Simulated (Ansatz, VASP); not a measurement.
Two plane-wave programs on Ir

Contents of INCAR:

```
SYSTEM = Ir
  PREC = Accurate
  ENCUT = 500
  EDIFF = 1E-6
  ISMEAR = 1
  SIGMA = 0.1
  LREAL = .FALSE.
  LASPH = .TRUE.
  NELM = 120
  ALGO = Normal
  ISIF = 2
  LWAVE = .FALSE.
  LCHARG = .FALSE.
  NBANDS = 14
  GGA_COMPAT = .FALSE.
```

File KPOINTS:

```
regular mesh
0
G
  14 14 14
  0 0 0
```

Contents of POSCAR:

```
Ir
1.0
    0.0000000000      1.9060927672      1.9060927672
    1.9060927672      0.0000000000      1.9060927672
    1.9060927672      1.9060927672      0.0000000000
Ir
1
Direct
    0.0000000000      0.0000000000      0.0000000000
```

Input for Ansatz:

```yaml
crystal:
  lattice:
    - [0.0, 1.9060927672, 1.9060927672]
    - [1.9060927672, 0.0, 1.9060927672]
    - [1.9060927672, 1.9060927672, 0.0]
  atoms:
    - { symbol: Ir, position: [0.0, 0.0, 0.0] }
hamiltonian:
  xc: lda
  pseudopotentials:
    kind: paw
    azcp:
      Ir: "pseudopotentials/Ir.paw.azcp"
basis:
  ecutwfc: 420
  fft_grid_basis: typed
kpoints:
  mp_grid: { grid: [14, 14, 14], shift: [0, 0, 0] }
magnetization:
  spin_polarized: false
scf:
  occupations: { method: methfessel_paxton, width: 0.1 }
  lower_state_search: "off"
output:
  stress: true
```

Alike in both runs: task single point; functional LDA; k mesh 14 × 14 × 14; occupations methfessel-paxton of order 1, width 0.1 eV; no spin polarisation.

```csv
,VASP,Ansatz
version,VASP 6.6.1,Ansatz 0.2.0
potentials or method,"VASP PAW LDA potentials, release 64 (Ir_sv_GW), cutoff 500 eV","plane waves (420 eV) with PAW, scalar-relativistic"
valence electrons in the cell,17,17
```

|  | VASP | Ansatz | Ansatz less VASP |
| --- | --- | --- | --- |
| pressure (GPa) | -1.9 | -0.2 | +1.74 |

Ansatz warns that its potentials were made for another functional, while VASP's fit it. LDA's correlation is that of Perdew and Zunger in VASP and of Perdew and Wang (1992) in Ansatz.

Neither program's run includes spin-orbit coupling.
